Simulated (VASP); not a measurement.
A run of VASP 6.6.1 is set up as follows.

The input INCAR:

```
ALGO     = Fast           # electronic algorithm
EDIFF    = 1E-7           # SCF threshold, eV
ENCUT    = 520            # plane-wave cutoff, eV
GGA      = PE             # functional
ISIF     = 2              # what is computed and relaxed
ISMEAR   = 0              # smearing method
LASPH    = T              # aspherical terms in the spheres
LCHARG   = F              # write CHGCAR
LREAL    = F              # projectors in reciprocal space
LWAVE    = F              # write WAVECAR
NBANDS   = 11             # bands
NELM     = 60             # most SCF steps
PREC     = Accurate       # precision mode
SIGMA    = 0.1            # smearing width, eV
```

File KPOINTS:

```
k-points
0
Gamma
  18 18 18
```

Contents of POSCAR:

```
Pt
1.0
    0.0000000000      1.9851153597      1.9851153597
    1.9851153597      0.0000000000      1.9851153597
    1.9851153597      1.9851153597      0.0000000000
Pt
1
Direct
    0.0000000000      0.0000000000      0.0000000000
```

Potentials or basis: VASP PAW PBE potentials, release 64 (Pt).

Run with:

```sh
$ cat potpaw_PBE.64/Pt/POTCAR > POTCAR
$ mpirun -np 1 vasp_std > vasp.out
```

Question: Predict the pressure.

Answer: -0.5 GPa.

Question: What does it give for the band gap on the k mesh?

Answer: Zero (band 5 reaches 11.03 eV, above the bottom of band 6 at 8.94 eV).

Caveat: spin-orbit coupling is left out, which moves the levels of the heavy elements.
